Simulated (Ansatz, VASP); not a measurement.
# Na: VASP beside Ansatz

```
Na
1.0
     0.00000    2.16630    2.16630
     2.16630    0.00000    2.16630
     2.16630    2.16630    0.00000
Na
1
Direct
  0.00000 0.00000 0.00000
```

Change from the starting cell: volume scaled by 0.55, LAPW.

Alike in both runs: task single point; functional PBE; k mesh 14 × 14 × 14; occupations fermi-dirac, width 0.1 eV; no spin polarisation.

|  | VASP | Ansatz |
| --- | --- | --- |
| version | VASP 6.6.1 | Ansatz 0.2.0 |
| potentials or method | VASP PAW PBE potentials, release 64 (Na_pv), cutoff 520 eV | all-electron LAPW, scalar-relativistic |

```tsv
	VASP	Ansatz	Ansatz less VASP
pressure (GPa)	14.2	14.2	-0.04
```

Ansatz ran all-electron here, and VASP with PAW potentials.
